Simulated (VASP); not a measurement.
# Mg47O48 (a cell with a defect) in VASP: single point with PBEsol

Aim: the single point of Mg47O48 (a cell with a defect) with PBEsol.

Program: VASP 6.6.1. These are calculated values, not measurements. Logs are shortened: lines on timing, memory, paths and dates and some standing lists are left out, and cuts for length are marked.

## 1. The cell of the first run

The cell holds a defect, 95 atoms: a = 9.906 Å, b = 11.438 Å, c = 10.050 Å, α = 90.00°, β = 90.00°, γ = 90.00°.

## 2. Single point, PBEsol

INCAR reads:

```
PREC     = Accurate       # precision mode
ENCUT    = 520            # plane-wave cutoff, eV
EDIFF    = 1E-7           # SCF threshold, eV
ISMEAR   = -1             # smearing method
SIGMA    = 0.05           # smearing width, eV
LREAL    = Auto         
LASPH    = True           # aspherical terms in the spheres
NELM     = 80             # most SCF steps
ALGO     = Normal         # electronic algorithm
ISIF     = 2              # what is computed and relaxed
LWAVE    = False          # write WAVECAR
LCHARG   = True           # write CHGCAR
GGA      = PS             # functional
LELF     = True           # ELF
LVHAR    = True         
NBANDS   = 244            # bands
NELECT   = 384.0        
ISYM     = 0
```

KPOINTS reads:

```
Automatic mesh
0
Gamma
  1 1 1
  0.25 0.25 0.25
```

POSCAR reads:

```
Mg47O48
1.0
    9.9058180000      0.0000000000      0.0000000000
    0.0000000000     11.4382530000      0.0000000000
    0.0000000000      0.0000000000     10.0496460000
Mg O
47 48
Direct
    0.1673250000      0.0847050000      0.2474030000
    0.1659540000      0.0836070000      0.7448810000
    0.9998020000      0.3347760000      0.2478200000
    0.9997990000      0.3343440000      0.7432560000
    0.4998120000      0.0825530000      0.2456690000
    0.4997930000      0.0827120000      0.7441670000
    0.3377040000      0.3349910000      0.2466420000
    0.3333300000      0.3326000000      0.7393440000
    0.1668140000      0.5825640000      0.2451640000
    0.1671110000      0.5826280000      0.7446710000
    0.9997970000      0.8332360000      0.2461830000
    0.9997870000      0.8324200000      0.7470970000
    0.8322880000      0.0847150000      0.2474300000
    0.8336470000      0.0835970000      0.7448460000
    0.6618830000      0.3350130000      0.2466460000
    0.6662770000      0.3325970000      0.7393200000
    0.4997480000      0.5788360000      0.2466070000
    0.4997920000      0.5834860000      0.7394200000
    0.3330750000      0.8316280000      0.2471200000
    0.3325810000      0.8331550000      0.7451090000
    0.8327490000      0.5825630000      0.2451590000
    0.8324490000      0.5826370000      0.7446620000
    0.6664840000      0.8316220000      0.2471440000
    0.6670100000      0.8331540000      0.7450750000
    0.9998100000      0.1696850000      0.4943220000
    0.9997930000      0.1679090000      0.9957030000
    0.3335060000      0.1663310000      0.4935830000
    0.3327620000      0.1658750000      0.9946690000
    0.1692880000      0.4166610000      0.4935590000
    0.1665800000      0.4158400000      0.9946380000
    0.9997880000      0.6658500000      0.4959830000
    0.9997770000      0.6655270000      0.9956700000
    0.6660950000      0.1663350000      0.4935730000
    0.6668410000      0.1658860000      0.9946610000
    0.4997950000      0.4164110000      0.9678180000
    0.3334000000      0.6661970000      0.4939230000
    0.3331720000      0.6668520000      0.9947960000
    0.1647490000      0.9165720000      0.4968220000
    0.1661090000      0.9168290000      0.9965030000
    0.8303000000      0.4166470000      0.4935580000
    0.8329920000      0.4158320000      0.9946090000
    0.6661420000      0.6661530000      0.4938810000
    0.6663790000      0.6668500000      0.9948000000
    0.4997970000      0.9135230000      0.4950840000
    0.4997890000      0.9156360000      0.9956430000
    0.8348390000      0.9165520000      0.4967860000
    0.8334560000      0.9168320000      0.9965250000
    0.9998010000      0.1671560000      0.1942290000
    0.9997900000      0.1669560000      0.6934070000
    0.3339700000      0.1642320000      0.1915090000
    0.3328510000      0.1634350000      0.6928980000
    0.1655490000      0.4174900000      0.1913790000
    0.1654510000      0.4176020000      0.6927460000
    0.9997740000      0.6671590000      0.1933350000
    0.9997780000      0.6667900000      0.6945090000
    0.6656430000      0.1642360000      0.1914960000
    0.6667230000      0.1634420000      0.6928800000
    0.4997680000      0.4166220000      0.1756380000
    0.4998050000      0.4166490000      0.7448070000
    0.3310090000      0.6669310000      0.1913690000
    0.3308660000      0.6681150000      0.6929900000
    0.1662600000      0.9169750000      0.1942980000
    0.1650630000      0.9162900000      0.6952250000
    0.8340480000      0.4174810000      0.1913580000
    0.8341420000      0.4176160000      0.6927200000
    0.6685230000      0.6669030000      0.1913640000
    0.6686840000      0.6681300000      0.6929650000
    0.4997730000      0.9149290000      0.1938020000
    0.4997640000      0.9152480000      0.6938830000
    0.8332890000      0.9169530000      0.1943000000
    0.8344880000      0.9162990000      0.6952070000
    0.1638960000      0.0807610000      0.4449120000
    0.1647980000      0.0821460000      0.9432070000
    0.9997690000      0.3360010000      0.4449760000
    0.9997780000      0.3333430000      0.9415610000
    0.4997940000      0.0791820000      0.4434950000
    0.4997800000      0.0814380000      0.9424000000
    0.3153760000      0.3228420000      0.4367610000
    0.3253340000      0.3284310000      0.9410860000
    0.1649450000      0.5847060000      0.4429670000
    0.1658910000      0.5835780000      0.9426000000
    0.9997970000      0.8322320000      0.4442510000
    0.9997550000      0.8326950000      0.9450630000
    0.8356690000      0.0807580000      0.4449300000
    0.8347620000      0.0821400000      0.9431700000
    0.6841560000      0.3228570000      0.4367760000
    0.6742050000      0.3284440000      0.9410700000
    0.4997440000      0.6040860000      0.4363750000
    0.4997640000      0.5917430000      0.9410120000
    0.3297090000      0.8354350000      0.4447350000
    0.3318980000      0.8345640000      0.9432510000
    0.8346210000      0.5847220000      0.4429620000
    0.8336190000      0.5835540000      0.9425740000
    0.6698480000      0.8354210000      0.4447540000
    0.6676110000      0.8345540000      0.9432180000
```

Potentials or basis: VASP PAW PBE potentials, release 64 (Mg, O).

The run is started by

```bash
$ cat potpaw_PBE.64/Mg/POTCAR potpaw_PBE.64/O/POTCAR > POTCAR
$ mpirun -np 1 vasp_std > vasp.out
```

OUTCAR:

```text
PREC = Accurate
   ENCUT = 520
   EDIFF = 1E-7
   ISMEAR = -1
   LREAL = Auto
   LASPH = True
   NELM = 80
   ISIF = 2
   GGA = PS
   NELECT = 384.0
   ISYM = 0

 ion  position               nearest neighbor table
   1  0.167  0.085  0.247-  50 1.97  48 1.98  72 1.99  62 1.99  27 3.11  25 3.14  38 3.16  28 3.16
                            39 3.17  26 3.17   5 3.29   3 3.31  13 3.32  11 3.32   7 3.32  19 3.33
   2  0.166  0.084  0.745-  51 1.96  49 1.97  63 1.98  73 1.99  38 3.14  28 3.15  26 3.16  25 3.17
                            27 3.17  39 3.17  14 3.29   8 3.30  20 3.31   4 3.31   6 3.31  12 3.31
   3  1.000  0.335  0.248-  52 1.98  64 1.98  74 1.98  48 1.99  25 3.11  29 3.13  40 3.13  26 3.17
                            30 3.17  41 3.17   9 3.28  21 3.28  13 3.31   1 3.31   7 3.35  15 3.35
   4  1.000  0.334  0.743-  53 1.96  65 1.96  49 1.98  75 1.99  25 3.13  41 3.16  30 3.16  29 3.16
                            40 3.16  26 3.17  10 3.29  22 3.29  16 3.30   8 3.30   2 3.31  14 3.31
   5  0.500  0.083  0.246-  56 1.97  50 1.97  68 1.99  76 1.99  33 3.14  27 3.14  45 3.16  34 3.16
                            28 3.16  44 3.17  13 3.29   1 3.29   7 3.30  15 3.30  23 3.31  19 3.31
   6  0.500  0.083  0.744-  57 1.96  51 1.96  69 1.98  77 1.99  27 3.16  33 3.16  28 3.16  34 3.16
                            44 3.16  45 3.17   8 3.30  16 3.30  20 3.30  24 3.30   2 3.31  14 3.31
   7  0.338  0.335  0.247-  78 1.93  58 1.99  52 2.03  50 2.03  29 3.13  27 3.14  30 3.18  28 3.19
                            15 3.21  17 3.22   9 3.30   5 3.30   1 3.32   3 3.35  35 3.36
   8  0.333  0.333  0.739-  59 1.91  53 1.98  51 1.99  79 2.03  35 2.98  29 3.11  27 3.12  30 3.20
                            28 3.20   2 3.30  16 3.30   6 3.30  10 3.30   4 3.30  18 3.31
   9  0.167  0.583  0.245-  52 1.96  60 1.97  54 1.99  80 1.99  29 3.14  36 3.14  32 3.15  30 3.16
[... 111 lines left out ...]
  82  1.000  0.832  0.444-  46 1.97  38 1.97  31 1.97  11 1.99
  83  1.000  0.833  0.945-  47 1.98  39 1.98  32 1.98  12 1.99
  84  0.836  0.081  0.445-  46 1.95  25 1.98  13 1.99  33 2.00
  85  0.835  0.082  0.943-  47 1.97  26 1.98  34 1.99  14 1.99
  86  0.684  0.323  0.437-  33 1.89  40 1.89  15 1.93
  87  0.674  0.328  0.941-  34 1.94  41 1.94  35 2.02  16 2.03
  88  0.500  0.604  0.436-  36 1.89  42 1.89  17 1.93
  89  0.500  0.592  0.941-  37 1.94  43 1.94  35 2.02  18 2.03
  90  0.330  0.835  0.445-  38 1.95  44 1.97  19 1.99  36 2.00
  91  0.332  0.835  0.943-  39 1.97  45 1.98  37 1.99  20 1.99
  92  0.835  0.585  0.443-  31 1.95  42 1.98  21 1.99  40 1.99
  93  0.834  0.584  0.943-  32 1.97  43 1.98  41 1.99  22 1.99
  94  0.670  0.835  0.445-  46 1.95  44 1.97  23 1.99  42 2.00
  95  0.668  0.835  0.943-  47 1.97  45 1.98  43 1.99  24 1.99

IMPORTANT INFORMATION: All symmetrisations will be switched off!
NOSYMM: (Re-)initialisation of all symmetry stuff for point group C_1.

----------------------------------------------------------------------------------------

                                     Primitive cell

  volume of cell :    1138.6777

  direct lattice vectors                    reciprocal lattice vectors
     9.905818000  0.000000000  0.000000000     0.100950775  0.000000000  0.000000000
     0.000000000 11.438253000  0.000000000     0.000000000  0.087425938  0.000000000
     0.000000000  0.000000000 10.049646000     0.000000000  0.000000000  0.099505993

  length of vectors
     9.905818000 11.438253000 10.049646000     0.100950775  0.087425938  0.099505993

  position of ions in fractional coordinates (direct lattice)
     0.167325000  0.084705000  0.247403000
     0.165954000  0.083607000  0.744881000
     0.999802000  0.334776000  0.247820000
     0.999799000  0.334344000  0.743256000
     0.499812000  0.082553000  0.245669000
     0.499793000  0.082712000  0.744167000
[... 236 lines left out ...]
   ENCUT  =  520.0 eV  38.22 Ry    6.18 a.u.  18.42 21.27 18.69*2*pi/ulx,y,z
   NELM   =     80;   NELMIN=  2; NELMDL= -5     # of ELM steps
   EDIFF  = 0.1E-06   stopping-criterion for ELM
   LREAL  =      T    real-space projection
   EDIFFG = 0.1E-05   stopping-criterion for IOM
   NSW    =      0    number of steps for IOM
   IBRION =     -1    ionic relax: 0-MD 1-quasi-New 2-CG
   NFREE  =      0    steps in history (QN), initial steepest desc. (CG)
   ISIF   =      2    stress and relaxation
   ISYM   =      0    0-nonsym 1-usesym 2-fastsym
   POTIM  = 0.5000    time-step for ionic-motion
   TEBEG  =    0.0;   TEEND  =   0.0 temperature during run
   PSTRESS=    0.0 pullay stress
   NELECT =     384.0000    total number of electrons
   NUPDOWN=      -1.0000    fix difference up-down
   EMIN   =  10.00;   EMAX   =-10.00  energy-range for DOS
   EFERMI =   0.00;   METHOD = LEGACY
   ISMEAR =    -1;   SIGMA  =   0.05  broadening in eV -4-tet -1-fermi 0-gaus
   EFERMI_NEDOS =   21; number of points for ismear=-14 and -15
   IALGO  =     38    algorithm
   IMIX   =      4    mixing-type and parameters
     AMIX     =   0.40;   BMIX     =  1.00
     AMIX_MAG =   1.60;   BMIX_MAG =  1.00
  volume/ion in A,a.u.               =      11.99        80.89
  Fermi-wavevector in a.u.,A,eV,Ry     =   1.139510  2.153362 17.666948  1.298484
  Thomas-Fermi vector in A             =   2.276214
   LORBIT       =      0    0 simple, 1 ext, 2 COOP (PROOUT), +10 PAW based schemes
   GGA     = PS    functional components
   LHFCALC =     F    Hartree Fock is set to
   AEXX    =    0.0000 exact exchange contribution
   IVDW    =     0    specifies the selected vdW correction
   LEPSILON=     F    determine dielectric tensor
   LRPA    =     F    only Hartree local field effects (RPA)
 non-spin polarized calculation
  energy-cutoff  :      520.00
  volume of cell :     1138.68
 maximum number of plane-waves:     30661
 NGX is ok and might be reduce to    80
   NGX = 37   NGY = 43   NGZ = 37

 number of electron     384.0000024 magnetization

 Free energy of the ion-electron system (eV)
  ---------------------------------------------------
  ext. energy  EPLUGINS =         0.00000000
  ---------------------------------------------------
  free energy    TOTEN  =      -575.73667778 eV

  energy without entropy =     -575.73667778  energy(sigma->0) =     -575.73667778

 E-fermi :   3.0501     XC(G=0):  -9.9185

 val. band max:        1.8448716588   @ k =  -0.2500   0.2500  -0.2500
 cond. band min:       4.8717698667   @ k =  -0.2500  -0.2500   0.2500
 fundamental gap:      3.0268982079
 Fermi energy:         3.0500671129

 k-point     1 :       0.2500    0.2500    0.2500
  band No.  band energies     occupation
      1     -15.3904      2.00000
      2     -15.2021      2.00000
      3     -15.1874      2.00000
      4     -15.1657      2.00000
      5     -15.0251      2.00000
      6     -14.9909      2.00000
[... 817 lines left out ...]
    203       7.6691      0.00000
    204       7.6867      0.00000
 [bands above 204 left out]

------------------------ aborting loop because EDIFF is reached ----------------------------------------

  FORCE on cell =-STRESS in cart. coord.  units (eV):
  Direction    XX          YY          ZZ          XY          YZ          ZX
  --------------------------------------------------------------------------------------
  -------------------------------------------------------------------------------------
  Total       14.6439927     14.4184166     11.0514572     -0.0224598     -0.0278950     -0.0171692
  in kB       20.6048416     20.2874445     15.5499617     -0.0316021     -0.0392496     -0.0241579
  external PRESSURE =      18.8140826 kB  Pullay stress =       0.0000000 kB

 VOLUME and BASIS-vectors are now :
 -----------------------------------------------------------------------------
  energy-cutoff  :      520.00
  volume of cell :     1138.68
      direct lattice vectors                 reciprocal lattice vectors
     9.905818000  0.000000000  0.000000000     0.100950775  0.000000000  0.000000000
     0.000000000 11.438253000  0.000000000     0.000000000  0.087425938  0.000000000
     0.000000000  0.000000000 10.049646000     0.000000000  0.000000000  0.099505993

 POSITION                                       TOTAL-FORCE (eV/Angst)
 -----------------------------------------------------------------------------------
      1.65749      0.96888      2.48631        -0.000241      0.006238      0.000012
      1.64391      0.95632      7.48579        -0.000747     -0.001413      0.001848
      9.90386      3.82925      2.49050        -0.000312      0.003717     -0.002261
      9.90383      3.82431      7.46946        -0.000876     -0.003791      0.002642
      4.95105      0.94426      2.46889        -0.000847      0.003367      0.000145
      4.95086      0.94608      7.47861         0.000370     -0.000903      0.002058
[... 87 lines left out ...]
      6.63539      9.55576      4.46962        -0.001247      0.000114     -0.000165
      6.61323      9.54584      9.47901         0.006853     -0.001994      0.001296
 -----------------------------------------------------------------------------------
    total drift:                                0.004439     -0.017220      0.022155

  FREE ENERGIE OF THE ION-ELECTRON SYSTEM (eV)
  ---------------------------------------------------
  free  energy   TOTEN  =      -575.7366777803 eV

  energy  without entropy=     -575.7366777802  energy(sigma->0) =     -575.73667778
```

Run time: 1.6 h. Hardware: 1 thread of Oxide Virtual Turin-like, shared host; peak memory 1.5 GiB.

What came out:

```yaml
Free_energy: -575.7367 eV
Largest_force: 0.017 eV/Å
```

Forces in eV/Å, atoms in the order of the input:
```
Mg   0.000  0.006  0.000
Mg  -0.001 -0.001  0.002
Mg   0.000  0.004 -0.002
Mg  -0.001 -0.004  0.003
Mg  -0.001  0.003  0.000
Mg   0.000 -0.001  0.002
Mg  -0.003 -0.001 -0.004
Mg   0.001  0.000  0.004
Mg   0.001  0.000  0.001
Mg   0.001 -0.002  0.004
Mg  -0.001  0.004 -0.003
Mg  -0.002  0.001  0.002
Mg  -0.002  0.004 -0.001
Mg  -0.002 -0.001  0.003
Mg   0.001 -0.001 -0.005
Mg  -0.002  0.001  0.004
Mg   0.001  0.001 -0.006
Mg  -0.001 -0.009  0.004
Mg  -0.002  0.002  0.000
Mg  -0.002  0.001  0.002
Mg  -0.002  0.000  0.001
Mg  -0.002 -0.003  0.003
Mg   0.000  0.000 -0.002
Mg  -0.002  0.002  0.002
Mg  -0.003  0.002  0.000
Mg  -0.002  0.001 -0.002
Mg  -0.001 -0.008  0.002
Mg   0.000  0.003  0.000
Mg  -0.003  0.002  0.001
Mg   0.001  0.001 -0.001
Mg   0.000 -0.001 -0.003
Mg  -0.003  0.004  0.000
Mg  -0.002 -0.008  0.003
Mg  -0.002  0.002 -0.001
Mg  -0.002  0.000 -0.017
Mg  -0.007 -0.002  0.001
Mg  -0.001 -0.002 -0.001
Mg  -0.001  0.001 -0.001
Mg  -0.002  0.004  0.001
Mg   0.001  0.004  0.000
Mg  -0.002  0.001  0.002
Mg   0.005  0.000  0.004
Mg  -0.002 -0.002 -0.002
Mg  -0.003 -0.005 -0.003
Mg  -0.002  0.001  0.001
Mg  -0.001  0.001  0.002
Mg  -0.004  0.003 -0.002
O   -0.001 -0.002  0.003
O   -0.001  0.003 -0.003
O   -0.001 -0.004 -0.001
O   -0.004  0.001 -0.004
O    0.000 -0.002 -0.001
O    0.002  0.005 -0.004
O    0.000 -0.001 -0.003
O    0.000  0.001  0.004
O    0.001 -0.002  0.000
O    0.006 -0.001 -0.003
O    0.003  0.002 -0.004
O   -0.001  0.002 -0.004
O   -0.001 -0.004  0.000
O    0.000  0.003 -0.002
O    0.006 -0.004 -0.001
O    0.006  0.004 -0.001
O    0.001  0.000  0.000
O    0.000  0.003 -0.003
O    0.001 -0.001  0.002
O    0.002 -0.001 -0.003
O    0.002 -0.002  0.001
O    0.003  0.002 -0.001
O   -0.003 -0.002  0.001
O    0.000  0.000 -0.002
O    0.005 -0.001  0.004
O    0.003 -0.004  0.000
O    0.003  0.000  0.003
O    0.003  0.001 -0.004
O    0.001  0.001  0.003
O   -0.001 -0.003  0.003
O    0.000 -0.002  0.001
O    0.006  0.003  0.000
O    0.000  0.004  0.006
O    0.002 -0.001 -0.003
O    0.001  0.000  0.004
O    0.002 -0.004  0.004
O   -0.001  0.000  0.002
O    0.001 -0.004  0.002
O    0.005  0.000 -0.001
O   -0.002  0.002  0.001
O    0.001  0.000 -0.002
O    0.000 -0.003 -0.001
O    0.003  0.000  0.002
O    0.001 -0.002 -0.001
O    0.000  0.002  0.005
O    0.002  0.003  0.001
O   -0.001  0.000  0.000
O    0.007 -0.002  0.001
```

Caveat: the cell carries a net charge on a neutralising background, which shifts energy and pressure; the cell is charged against a uniform background, so pressure and absolute levels hang on convention; the PAW data sets were made with another functional, which shifts forces and pressure a little.
